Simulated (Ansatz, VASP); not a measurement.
**Two plane-wave programs on Hf**

INCAR

```
SYSTEM = Hf
ALGO     = Fast           ! electronic algorithm
EDIFF    = 1E-6           ! SCF threshold, eV
ENCUT    = 520            ! plane-wave cutoff, eV
GGA      = PE             ! functional
ISIF     = 2              ! what is computed and relaxed
ISMEAR   = 0              ! smearing method
LASPH    = .TRUE.         ! aspherical terms in the spheres
LCHARG   = .FALSE.        ! write CHGCAR
LREAL    = .FALSE.        ! projectors in reciprocal space
LWAVE    = .FALSE.        ! write WAVECAR
NBANDS   = 17             ! bands
NELM     = 80             ! most SCF steps
PREC     = Accurate       ! precision mode
SIGMA    = 0.15           ! smearing width, eV
```

File KPOINTS:

```
k-points
0
G
  18 18 10
  0 0 0
```

POSCAR

```
Hf
1.0
    3.1966985242      0.0000000000      0.0000000000
   -1.5983492621      2.7684221302      0.0000000000
    0.0000000000      0.0000000000      5.0578000000
Hf
2
Direct
    0.2738368317      0.8292141319      0.2500000000
    0.6666666667      0.3333333333      0.7500000000
```

Input for Ansatz:

```yaml
crystal:
  lattice:
    - [3.1966985242, 0.0, 0.0]
    - [-1.5983492621, 2.7684221302, 0.0]
    - [0.0, 0.0, 5.0578]
  atoms:
    - { symbol: Hf, position: [0.2738368317, 0.8292141319, 0.25] }
    - { symbol: Hf, position: [0.6666666667, 0.3333333333, 0.75] }
basis:
  ecutwfc: 420
kpoints:
  mp_grid: { grid: [18, 18, 10] }
hamiltonian:
  xc: pbe
scf:
  occupations: { method: gaussian, width: 0.15 }
output:
  forces: true
  stress: true
  eigenvalues: true
```

Alike in both runs: task single point; functional PBE; k mesh 18 × 18 × 10; occupations gaussian, width 0.15 eV; no spin polarisation.

```csv
,VASP,Ansatz
version,VASP 6.6.1,Ansatz 0.2.0
potentials or method,"VASP PAW PBE potentials, release 64 (Hf_pv), cutoff 520 eV","scalar-relativistic, plane waves, PAW"
valence electrons in the cell,20,52
```

VASP gave:

| Item | Value |
| --- | --- |
| gap on the k mesh at the Fermi level (eV) | none |
| pressure (GPa) | -0.2 |
| traceless stress, the component that is largest in VASP (GPa) | -4.29 |
| rms of the force components (eV/Å) | 0.336 |

What did Ansatz give for the same quantities?

gap on the k mesh at the Fermi level (eV): none; pressure (GPa): 0.2; traceless stress, the component that is largest in VASP (GPa): -4.36; rms of the force components (eV/Å): 0.335.

Atom by atom the forces differ by 0.003 eV/Å (rms over components). A gap of «none» marks a metal or a gap that the smearing closes. VASP's potentials hold 20 valence electrons a cell and Ansatz's 52, so a difference there can come from the potentials and not from the codes.

Spin-orbit coupling is off throughout.
